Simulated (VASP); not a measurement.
A run of VASP 6.6.1 is set up as follows.

INCAR

```
SYSTEM = O
PREC     = Accurate       ! precision mode
ENCUT    = 520            ! plane-wave cutoff, eV
EDIFF    = 1E-6           ! SCF threshold, eV
ISMEAR   = -1             ! smearing method
SIGMA    = 0.1            ! smearing width, eV
LREAL    = .False.        ! projectors in reciprocal space
LASPH    = .True.         ! aspherical terms in the spheres
NELM     = 60             ! most SCF steps
ALGO     = Normal         ! electronic algorithm
ISIF     = 2              ! what is computed and relaxed
LWAVE    = .False.        ! write WAVECAR
LCHARG   = .False.        ! write CHGCAR
GGA      = CA             ! functional
NBANDS   = 9              ! bands
```

The input KPOINTS:

```
Automatic mesh
0
Gamma
  21 21 21
  0 0 0
```

Contents of POSCAR:

```
O
1.0
   -1.0188824051      1.0188824051      1.0188824051
    1.0188824051     -1.0188824051      1.0188824051
    1.0188824051      1.0188824051     -1.0188824051
O
1
Direct
    0.0000000000      0.0000000000      0.0000000000
```

Potentials or basis: VASP PAW LDA potentials, release 64 (O).

Launch:

```console
$ cat potpaw_LDA.64/O/POTCAR > POTCAR
$ mpirun -np 1 vasp_std > vasp.out
```

Predict the band gap on the k mesh.

zero (band 3 reaches 16.87 eV, above the bottom of band 4 at 5.62 eV).

Predict the pressure.

319.7 GPa.
